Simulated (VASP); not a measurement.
# Ga16HO24 (a cell with a defect) (H interstitial hop between voids) in VASP: further runs

Ga16HO24 (a cell with a defect) (H interstitial hop between voids) is run at these levels: PBE; tasks: single point.

Everything below comes from runs of VASP 6.6.1. Logs are shortened: lines on timing, memory, paths and dates and some standing lists are left out, and cuts for length are marked.

## Step 1: The cell of the first run

The cell holds a defect, 41 atoms: a = 5.399 Å, b = 10.798 Å, c = 10.798 Å, α = 55.86°, β = 55.86°, γ = 55.86°.

## Step 2: Single point, PBE

INCAR reads:

```
SYSTEM = Ga16HO24
  ALGO = Normal
  EDIFF = 1E-7
  ENCUT = 520
  GGA = PE
  ISIF = 2
  ISMEAR = -1
  LASPH = .True.
  LCHARG = .True.
  LELF = .True.
  LREAL = Auto
  LVHAR = .True.
  LWAVE = .False.
  NBANDS = 202
  NELECT = 354.0
  NELM = 80
  PREC = Accurate
  SIGMA = 0.01
```

KPOINTS reads:

```
k-points
0
Gamma
  1 1 1
  0 0 0
```

POSCAR reads:

```
Ga16HO24
1.0
    2.5289754500      1.4601046700      4.5413080100
   -5.0579508900      2.9202093400      9.0826160100
    0.0000000000     -5.8404185800      9.0826160400
Ga O H
16 24 1
Direct
    0.8561061645      0.4295207216      0.4271535587
    0.6415338067      0.3270075034      0.3171983233
    0.1433490676      0.0713179661      0.0708070298
    0.3582784022      0.1776318904      0.1767180901
    0.8561527821      0.4305712249      0.9237271276
    0.6431410828      0.3230559426      0.8191615049
    0.1349236945      0.0669159407      0.5721368238
    0.3479783746      0.1768801634      0.6786732514
    0.8656822756      0.9332846220      0.4267372738
    0.6528931323      0.8235183185      0.3197616006
    0.1446901241      0.5699957273      0.0745679781
    0.3576396594      0.6773388310      0.1793453272
    0.8567325425      0.9292820041      0.9277238084
    0.6420822647      0.8228664547      0.8217211570
    0.1453008619      0.5707089809      0.5711589324
    0.3592961777      0.6734659692      0.6810126051
    0.7509607656      0.2144280382      0.0312983058
    0.4693756881      0.0220447137      0.3731402872
    0.0529120502      0.3697586899      0.2293155438
    0.2535702113      0.2840386152      0.4613298547
    0.9528967620      0.1387310718      0.2589215310
    0.5531266089      0.4799864629      0.1171250040
    0.7337402105      0.2235063048      0.5399046295
    0.4479340199      0.0214448908      0.8790086991
    0.0492942874      0.3716360482      0.7267808744
    0.2497008694      0.2883961781      0.9598228943
    0.9440381044      0.1304294584      0.7703279465
    0.5529345544      0.4801687532      0.6198927825
    0.7509820144      0.7122150859      0.0386272249
    0.4484333817      0.5200138483      0.3785143457
    0.0562471702      0.8700782324      0.2283709974
    0.2680036401      0.7761030793      0.4584076189
    0.9519527420      0.6287340106      0.2716256562
    0.5525154545      0.9791268535      0.1196015080
    0.7475232706      0.7165578994      0.5372820990
    0.4476963841      0.5206868317      0.8811067179
    0.0475590362      0.8621224141      0.7389441849
    0.2492404377      0.7860715394      0.9671493762
    0.9481594705      0.6307017643      0.7690884103
    0.5300113788      0.9784672217      0.6258762441
    0.0001199565      0.0001206572      0.4983615156
```

Potentials or basis: VASP PAW PBE potentials, release 64 (Ga_d, O, H).

Command:

```sh
$ cat potpaw_PBE.64/Ga_d/POTCAR potpaw_PBE.64/O/POTCAR potpaw_PBE.64/H/POTCAR > POTCAR
$ mpirun -np 1 vasp_gam > vasp.out
```

OUTCAR:

```text
SYSTEM = Ga16HO24
   EDIFF = 1E-7
   ENCUT = 520
   GGA = PE
   ISIF = 2
   ISMEAR = -1
   LASPH = .True.
   LREAL = Auto
   NELECT = 354.0
   NELM = 80
   PREC = Accurate

 ion  position               nearest neighbor table
   1  0.856  0.430  0.427-  20 1.91  28 1.94  33 1.98  19 2.08  30 2.09  23 2.14   2 2.90
   2  0.642  0.327  0.317-  20 1.91  21 1.94  22 1.97  30 2.05  19 2.08  23 2.23   1 2.90
   3  0.143  0.071  0.071-  17 1.91  24 1.93  31 1.98  21 2.05  34 2.10  26 2.20   4 2.90
   4  0.358  0.178  0.177-  17 1.90  19 1.94  18 1.99  21 2.05  34 2.08  26 2.21   3 2.90
   5  0.856  0.431  0.924-  26 1.90  22 1.94  39 1.98  36 2.06  25 2.07  17 2.20   6 2.89
   6  0.643  0.323  0.819-  26 1.90  27 1.93  28 1.97  25 2.08  36 2.10  17 2.16   5 2.89
   7  0.135  0.067  0.572-  41 1.89  23 1.94  18 1.99  37 2.03  40 2.07  27 2.12  20 2.24
   8  0.348  0.177  0.679-  23 1.91  25 1.94  24 2.00  27 2.06  40 2.06  20 2.18
   9  0.866  0.933  0.427-  41 1.87  32 1.94  40 1.99  21 2.03  18 2.07  31 2.12  35 2.23
  10  0.653  0.824  0.320-  32 1.91  33 1.94  34 2.00  31 2.06  18 2.07  35 2.18
  11  0.145  0.570  0.075-  29 1.90  36 1.94  19 1.98  22 2.06  33 2.07  38 2.19  12 2.89
  12  0.358  0.677  0.179-  29 1.90  31 1.93  30 1.97  33 2.08  22 2.10  38 2.16  11 2.89
  13  0.857  0.929  0.928-  38 1.91  34 1.93  27 1.98  37 2.05  24 2.09  29 2.20  14 2.90
  14  0.642  0.823  0.822-  38 1.91  39 1.94  40 1.99  37 2.05  24 2.08  29 2.21  13 2.90
  15  0.145  0.571  0.571-  35 1.91  30 1.94  25 1.98  39 2.09  28 2.09  32 2.13  16 2.90
  16  0.359  0.673  0.681-  35 1.91  37 1.94  36 1.97  28 2.05  39 2.08  32 2.23  15 2.90
  17  0.751  0.214  0.031-   4 1.90   3 1.91   6 2.16   5 2.20
  18  0.469  0.022  0.373-   7 1.99   4 1.99  10 2.07   9 2.07
  19  0.053  0.370  0.229-   4 1.94  11 1.98   1 2.08   2 2.08
  20  0.254  0.284  0.461-   2 1.91   1 1.91   8 2.18   7 2.24
  21  0.953  0.139  0.259-   2 1.94   9 2.03   4 2.05   3 2.05
  22  0.553  0.480  0.117-   5 1.94   2 1.97  11 2.06  12 2.10
[... 16 lines left out ...]
  39  0.948  0.631  0.769-  14 1.94   5 1.98  16 2.08  15 2.09
  40  0.530  0.978  0.626-   9 1.99  14 1.99   8 2.06   7 2.07
  41  0.000  0.000  0.498-   9 1.87   7 1.89

  LATTYP: Found a base centered monoclinic cell.
 ALAT       =    14.7964817495
 B/A-ratio  =     0.6836693984
 C/A-ratio  =     0.3648959286
 COS(beta)  =    -0.0893299994

  Lattice vectors:

 A1 = (   7.5869263400,  -1.4601046700,  -4.5413080000)
 A2 = (   2.5289754500,   7.3005232500,  -4.5413080300)
 A3 = (   2.5289754500,   1.4601046700,   4.5413080100)

Analysis of symmetry for initial positions (statically):
=====================================================================
 Subroutine PRICEL returns:
 Original cell was already a primitive cell.

 Routine SETGRP: Setting up the symmetry group for a
 base centered monoclinic supercell.

 Subroutine GETGRP returns: Found  1 space group operations
 (whereof  1 operations were pure point group operations)
 out of a pool of  4 trial point group operations.

The static configuration has the point symmetry C_1 .

Analysis of symmetry for dynamics (positions and initial velocities):
=====================================================================
 Subroutine PRICEL returns:
 Original cell was already a primitive cell.

 Routine SETGRP: Setting up the symmetry group for a
 base centered monoclinic supercell.

 Subroutine GETGRP returns: Found  1 space group operations
 (whereof  1 operations were pure point group operations)
 out of a pool of  4 trial point group operations.

The dynamic configuration has the point symmetry C_1 .

 Subroutine INISYM returns: Found  1 space group operations
 (whereof  1 operations are pure point group operations),
 and found     1 'primitive' translations

----------------------------------------------------------------------------------------

                                     Primitive cell

  volume of cell :     402.4582

  direct lattice vectors                    reciprocal lattice vectors
     2.528975450  1.460104670  4.541308010     0.197708523  0.114147069  0.073400291
    -5.057950890  2.920209340  9.082616010    -0.098854261  0.057073535  0.036700146
     0.000000000 -5.840418580  9.082616040    -0.000000000 -0.114147069  0.036700146

  length of vectors
     5.399175948 10.798351883 10.798351880     0.239803703  0.119901852  0.119901852

  position of ions in fractional coordinates (direct lattice)
     0.856106164  0.429520722  0.427153559
     0.641533807  0.327007503  0.317198323
     0.143349068  0.071317966  0.070807030
     0.358278402  0.177631890  0.176718090
     0.856152782  0.430571225  0.923727128
     0.643141083  0.323055943  0.819161505
[... 33 lines left out ...]
     0.530011379  0.978467222  0.625876244
     0.000119957  0.000120657  0.498361516

  ion indices of the primitive-cell ions
   primitive index   ion index
                 1           1
[... 44 lines left out ...]
   NGX,Y,Z   is equivalent  to a cutoff of  12.32, 12.32, 12.32 a.u.
   NGXF,Y,Z  is equivalent  to a cutoff of  24.63, 24.63, 24.63 a.u.
 SYSTEM =  Ga16HO24
   PREC   = accura    normal or accurate (medium, high low for compatibility)
   ISTART =      0    job   : 0-new  1-cont  2-samecut
   ICHARG =      2    charge: 1-file 2-atom 10-const
   ISPIN  =      1    spin polarized calculation?
   LNONCOLLINEAR =      F non collinear calculations
   LSORBIT =      F    spin-orbit coupling
   LASPH  =      T    aspherical Exc in radial PAW
   ENCUT  =  520.0 eV  38.22 Ry    6.18 a.u.  10.04 20.08 20.08*2*pi/ulx,y,z
   NELM   =     80;   NELMIN=  2; NELMDL= -5     # of ELM steps
   EDIFF  = 0.1E-06   stopping-criterion for ELM
   LREAL  =      T    real-space projection
   EDIFFG = 0.1E-05   stopping-criterion for IOM
   NSW    =      0    number of steps for IOM
   IBRION =     -1    ionic relax: 0-MD 1-quasi-New 2-CG
   NFREE  =      0    steps in history (QN), initial steepest desc. (CG)
   ISIF   =      2    stress and relaxation
   ISYM   =      2    0-nonsym 1-usesym 2-fastsym
   POTIM  = 0.5000    time-step for ionic-motion
   TEBEG  =    0.0;   TEEND  =   0.0 temperature during run
   PSTRESS=    0.0 pullay stress
   NELECT =     354.0000    total number of electrons
   NUPDOWN=      -1.0000    fix difference up-down
   EMIN   =  10.00;   EMAX   =-10.00  energy-range for DOS
   EFERMI =   0.00;   METHOD = LEGACY
   ISMEAR =    -1;   SIGMA  =   0.01  broadening in eV -4-tet -1-fermi 0-gaus
   EFERMI_NEDOS =   21; number of points for ismear=-14 and -15
   IALGO  =     38    algorithm
   IMIX   =      4    mixing-type and parameters
     AMIX     =   0.40;   BMIX     =  1.00
     AMIX_MAG =   1.60;   BMIX_MAG =  1.00
  volume/ion in A,a.u.               =       9.82        66.24
  Fermi-wavevector in a.u.,A,eV,Ry     =   1.568564  2.964157 33.475691  2.460394
  Thomas-Fermi vector in A             =   2.670577
   LORBIT       =      0    0 simple, 1 ext, 2 COOP (PROOUT), +10 PAW based schemes
   GGA     = PE    functional components
   LHFCALC =     F    Hartree Fock is set to
   AEXX    =    0.0000 exact exchange contribution
   IVDW    =     0    specifies the selected vdW correction
   LEPSILON=     F    determine dielectric tensor
   LRPA    =     F    only Hartree local field effects (RPA)
 non-spin polarized calculation
  energy-cutoff  :      520.00
  volume of cell :      402.46
 maximum number of plane-waves:      5405
   NGX = 21   NGY = 41   NGZ = 41

 number of electron     354.0000027 magnetization

 Free energy of the ion-electron system (eV)
  ---------------------------------------------------
  ext. energy  EPLUGINS =         0.00000000
  ---------------------------------------------------
  free energy    TOTEN  =      -229.63742471 eV

  energy without entropy =     -229.63742471  energy(sigma->0) =     -229.63742471

 E-fermi :   6.0705     XC(G=0): -12.0439

 val. band max:        5.7894753556   @ k =   0.0000   0.0000   0.0000
 cond. band min:       7.2920343833   @ k =   0.0000   0.0000   0.0000
 fundamental gap:      1.5025590277
 Fermi energy:         6.0704792837

 k-point     1 :       0.0000    0.0000    0.0000
  band No.  band energies     occupation
      1     -14.5512      2.00000
      2     -13.7286      2.00000
      3     -13.7070      2.00000
      4     -13.6304      2.00000
      5     -13.5596      2.00000
      6     -13.5561      2.00000
[... 181 lines left out ...]
    188      10.7914      0.00000
    189      10.8042      0.00000
 [bands above 189 left out]

------------------------ aborting loop because EDIFF is reached ----------------------------------------

  FORCE on cell =-STRESS in cart. coord.  units (eV):
  Direction    XX          YY          ZZ          XY          YZ          ZX
  --------------------------------------------------------------------------------------
  -------------------------------------------------------------------------------------
  Total       25.7965993     32.1859289     16.0342134     -5.4073675     -1.6904657     -2.7997731
  in kB      102.6956959    128.1314768     63.8318516    -21.5266113     -6.7297067    -11.1458353
  external PRESSURE =      98.2196748 kB  Pullay stress =       0.0000000 kB

 VOLUME and BASIS-vectors are now :
 -----------------------------------------------------------------------------
  energy-cutoff  :      520.00
  volume of cell :      402.46
      direct lattice vectors                 reciprocal lattice vectors
     2.528975450  1.460104670  4.541308010     0.197708523  0.114147069  0.073400291
    -5.057950890  2.920209340  9.082616010    -0.098854261  0.057073535  0.036700146
     0.000000000 -5.840418580  9.082616040    -0.000000000 -0.114147069  0.036700146

 POSITION                                       TOTAL-FORCE (eV/Angst)
 -----------------------------------------------------------------------------------
     -0.00742      0.00954     11.66869        -0.010536     -0.001907      0.007530
     -0.03156      0.03907      8.76448         0.004377     -0.003517     -0.000924
      0.00180      0.00403      1.94186         0.002457     -0.001658     -0.014502
      0.00762      0.00974      4.84548        -0.005725      0.016238      0.005662
     -0.01262     -2.88752     16.18863         0.013376     -0.012582      0.006259
     -0.00751     -2.90180     13.29502        -0.006655      0.008460     -0.006862
[... 33 lines left out ...]
     -3.60865     -0.02418     16.97858         0.008313     -0.005006     -0.005495
     -0.00031     -2.91011      4.52807        -0.000424     -0.001410      0.007656
 -----------------------------------------------------------------------------------
    total drift:                                0.009663      0.008829     -0.006636

  FREE ENERGIE OF THE ION-ELECTRON SYSTEM (eV)
  ---------------------------------------------------
  free  energy   TOTEN  =      -229.6374247089 eV

  energy  without entropy=     -229.6374247089  energy(sigma->0) =     -229.63742471
```

Wall time 7.5 min (1 thread of Intel Xeon Platinum 8488C (Sapphire Rapids), shared host); peak memory 0.55 GiB.

Results:

```
Free energy   : -229.6374 eV
Largest force : 0.028 eV/Å
```

Forces in eV/Å, atoms in the order of the input:
```
Ga  -0.011 -0.002  0.008
Ga   0.004 -0.004 -0.001
Ga   0.002 -0.002 -0.015
Ga  -0.006  0.016  0.006
Ga   0.013 -0.013  0.006
Ga  -0.007  0.008 -0.007
Ga  -0.003  0.011 -0.022
Ga  -0.010  0.005 -0.001
Ga   0.001 -0.004  0.015
Ga   0.008 -0.005 -0.003
Ga  -0.009  0.012 -0.002
Ga  -0.003 -0.009  0.012
Ga   0.000  0.003  0.017
Ga   0.011 -0.023 -0.008
Ga   0.006 -0.002 -0.004
Ga  -0.003  0.007  0.006
O    0.009  0.018  0.019
O   -0.001 -0.001  0.006
O   -0.002 -0.004  0.003
O    0.009 -0.016 -0.013
O   -0.013 -0.012 -0.005
O    0.009  0.000  0.005
O   -0.002  0.011  0.009
O    0.005 -0.002 -0.003
O    0.003  0.000  0.004
O   -0.004 -0.016 -0.005
O    0.008  0.002 -0.012
O    0.002 -0.002  0.005
O   -0.008  0.014 -0.008
O   -0.001  0.007 -0.006
O   -0.001  0.007  0.004
O    0.012  0.001  0.007
O   -0.009 -0.006 -0.001
O    0.006 -0.004 -0.002
O   -0.024  0.004 -0.006
O   -0.003 -0.003 -0.004
O    0.014  0.007  0.004
O   -0.002 -0.002 -0.009
O   -0.009  0.003  0.001
O    0.008 -0.005 -0.005
H    0.000 -0.001  0.008
```

Levels at points of the mesh, in eV from the Fermi level:
```
           k point  band 173  band 174  band 175  band 176  band 177  band 178  band 179  band 180  band 181  band 182
(0.00, 0.00, 0.00)     -1.97     -1.96     -1.95     -1.94     -0.28      1.22      3.78      4.03      4.14      4.24
```

Caveat: the k points lie up to 1.51 Å⁻¹ apart; the cell carries a net charge on a neutralising background, which shifts energy and pressure; the cell is charged against a uniform background, so pressure and absolute levels hang on convention.

## Step 3: Single point, PBE

INCAR reads:

```
SYSTEM = Ga16HO24
ALGO = Normal
EDIFF = 1E-6
ENCUT = 520
GGA = PE
ISIF = 2
ISMEAR = -1
LASPH = .TRUE.
LCHARG = .FALSE.
LREAL = Auto
LWAVE = .FALSE.
NBANDS = 202
NELECT = 354.0
NELM = 60
PREC = Accurate
SIGMA = 0.01
```

KPOINTS reads:

```
k-points
0
G
  1 1 1
  0 0 0
```

POSCAR reads:

```
Ga16HO24
1.0
    2.5289754500      1.4601046700      4.5413080100
   -5.0579508900      2.9202093400      9.0826160100
    0.0000000000     -5.8404185800      9.0826160400
Ga O H
16 24 1
Direct
    0.8471195728      0.4292959515      0.4263727835
    0.6341182817      0.3221222261      0.3166341067
    0.1525965092      0.0704899408      0.0735004678
    0.3654189329      0.1775198860      0.1834281450
    0.8588105519      0.4317697973      0.9231010191
    0.6444810530      0.3220126082      0.8204788648
    0.1408814859      0.0681015274      0.5767455925
    0.3553933839      0.1777365758      0.6793982161
    0.8581027735      0.9270325040      0.4276681236
    0.6433569921      0.8217310970      0.3206224837
    0.1416558008      0.5728691703      0.0721780942
    0.3563708813      0.6780683700      0.1793759619
    0.8569716805      0.9302107318      0.9269562185
    0.6441930920      0.8250494400      0.8200420795
    0.1427534724      0.5695327651      0.5729977534
    0.3555838743      0.6746920742      0.6798863727
    0.7675906835      0.2088293498      0.0260524125
    0.4526256743      0.0097636672      0.3884737828
    0.0292700255      0.3765888130      0.2281314534
    0.2320021899      0.2906833560      0.4739131132
    0.9704875862      0.1231866414      0.2718062314
    0.5472231991      0.4900441970      0.1114222069
    0.7529976381      0.2117035247      0.5335003910
    0.4509862699      0.0222947225      0.8786688260
    0.0522435015      0.3704998981      0.7301092896
    0.2467356323      0.2880033731      0.9663573239
    0.9474897483      0.1292124640      0.7697908509
    0.5487413702      0.4773904438      0.6212453164
    0.7482703191      0.7178054924      0.0357303504
    0.4432483176      0.5207564191      0.3802859026
    0.0523073328      0.8700853138      0.2289537281
    0.2512473108      0.7820038664      0.4641883976
    0.9474366845      0.6296899615      0.2709862430
    0.5564280340      0.9789170901      0.1196484570
    0.7494347188      0.7104230787      0.5381615819
    0.4475360819      0.5198613186      0.8802190656
    0.0524420620      0.8679480283      0.7295942294
    0.2504287389      0.7891840645      0.9616932341
    0.9473388785      0.6317909388      0.7702845741
    0.5522850482      0.9798388829      0.6196726337
    0.4999675663      0.2499675863      0.2498300992
```

Potentials or basis: VASP PAW PBE potentials, release 64 (Ga_d, O, H).

Command:

```sh
$ cat potpaw_PBE.64/Ga_d/POTCAR potpaw_PBE.64/O/POTCAR potpaw_PBE.64/H/POTCAR > POTCAR
$ mpirun -np 1 vasp_gam > vasp.out
```

Run time: 6.2 min. Hardware: 1 thread of Intel Xeon Platinum 8488C (Sapphire Rapids), shared host; peak memory 0.54 GiB.

The run converged. Its results:

```
Free energy   : -229.6377 eV
Largest force : 0.023 eV/Å
```

Forces in eV/Å, atoms in the order of the input:
```
Ga   0.002 -0.009  0.009
Ga   0.001  0.006  0.001
Ga  -0.006  0.014 -0.011
Ga  -0.007  0.012  0.005
Ga   0.005 -0.015  0.013
Ga   0.004 -0.004 -0.014
Ga   0.004  0.004 -0.009
Ga  -0.002 -0.009  0.008
Ga   0.008 -0.012  0.008
Ga   0.008 -0.007 -0.014
Ga  -0.002  0.003 -0.010
Ga  -0.002  0.003  0.004
Ga   0.005  0.008  0.008
Ga   0.000 -0.007 -0.009
Ga  -0.005 -0.001 -0.010
Ga  -0.001  0.008  0.008
O   -0.010  0.011  0.005
O   -0.011  0.005 -0.005
O    0.010  0.017 -0.005
O    0.007 -0.006  0.007
O   -0.008 -0.013  0.005
O    0.012 -0.009 -0.002
O   -0.011  0.015 -0.001
O   -0.006  0.002 -0.004
O    0.005  0.003 -0.004
O    0.004 -0.015  0.000
O   -0.004 -0.003  0.004
O    0.004  0.000  0.005
O    0.002  0.014  0.009
O    0.003  0.003 -0.005
O   -0.002  0.004 -0.001
O    0.010 -0.008 -0.001
O    0.000 -0.002 -0.002
O   -0.004 -0.009  0.008
O   -0.005  0.020  0.005
O    0.004 -0.006  0.000
O    0.006  0.002  0.005
O   -0.005 -0.022 -0.007
O   -0.007  0.000 -0.003
O   -0.004  0.004  0.002
H    0.000  0.000  0.000
```

Levels at points of the mesh, in eV from the Fermi level:
```
           k point  band 175  band 176  band 177  band 178  band 179  band 180
(0.00, 0.00, 0.00)     -1.93     -1.92     -0.28      1.23      3.79      4.04
```

Caveat: the k points lie up to 1.51 Å⁻¹ apart; the cell carries a net charge on a neutralising background, which shifts energy and pressure; the cell is charged against a uniform background, so pressure and absolute levels hang on convention.
